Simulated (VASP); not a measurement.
Mo:

```
CELL_PARAMETERS angstrom
-1.58381 1.58381 1.58381
1.58381 -1.58381 1.58381
1.58381 1.58381 -1.58381
ATOMIC_POSITIONS crystal
Mo 0.00000 0.00000 0.00000
```

```yaml
Program: VASP 6.6.1
Task: relaxation of cell and atoms
Functional: BLYP
Potentials_or_basis: VASP PAW PBE potentials, release 64 (Mo_sv)
Cutoff: 600 eV
k_mesh: 12 × 12 × 12
Occupations: fermi-dirac, width 0.05 eV
Spin: no spin polarisation
```

At the start: pressure 9.0 GPa; volume 15.89 Å³/atom.

Problem. How do energy, volume and symmetry change on relaxing?

Solution. Over 4 steps the energy falls by 15.4 meV/atom and the volume is 16.46 Å³/atom (+3.6 %); space group Im-3m (No. 229, to 0.05 Å).

Step by step:
| step | energy change (eV) | largest force (eV/Å) | pressure (GPa) | volume (Å³) |
| --- | --- | --- | --- | --- |
| 1 | 0.0000 | 0.0000 | 8.95 | 15.89 |
| 2 | 0.0767 | 0.0000 | -17.40 | 18.02 |
| 3 | -0.0154 | 0.0000 | -0.29 | 16.48 |
| 4 | -0.0154 | 0.0000 | -0.02 | 16.46 |

Final structure:
```yaml
crystal:
  lattice:
    - [-1.60254, 1.60254, 1.60254]
    - [1.60254, -1.60254, 1.60254]
    - [1.60254, 1.60254, -1.60254]
  atoms:
    - { symbol: Mo, position: [0.00000, 0.00000, 0.00000] }
```

Caveat: the PAW data sets were made with another functional, which shifts forces and pressure a little.
